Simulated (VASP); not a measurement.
Input of a VASP 6.6.1 run:

INCAR

```
ALGO = Normal ; EDIFF = 1E-7
ENCUT = 520 ; GGA = PS
ISIF = 2 ; ISMEAR = -1
LASPH = True ; LCHARG = False
LREAL = False ; LWAVE = False
NBANDS = 13 ; NELM = 100
PREC = Accurate ; SIGMA = 0.1
```

The input KPOINTS:

```
k-points
0
Gamma
  11 11 8
```

The input POSCAR:

```
Te
1.0
    4.0665393643      0.0000000000      0.0000000000
   -2.0332696821      3.5217263950      0.0000000000
    0.0000000000      0.0000000000      4.5935952133
Te
2
Direct
    0.3333333333      0.6666666667      0.2500000000
    0.6666666667      0.3333333333      0.7500000000
```

Potentials or basis: VASP PAW PBE potentials, release 64 (Te).

Command:

```bash
$ cat potpaw_PBE.64/Te/POTCAR > POTCAR
$ mpirun -np 1 vasp_std > vasp.out
```

Estimate the pressure.

-5.2 GPa.

Estimate the band gap on the k mesh.

zero (band 6 reaches 6.98 eV, above the bottom of band 7 at 4.72 eV).

Stress tensor (GPa, compression positive):
```
-3.94  0.00  0.00
 0.00 -3.94  0.00
 0.00  0.00 -7.59
```

Caveat: the PAW data sets were made with another functional, which shifts forces and pressure a little; spin-orbit coupling is left out, which moves the levels of the heavy elements.
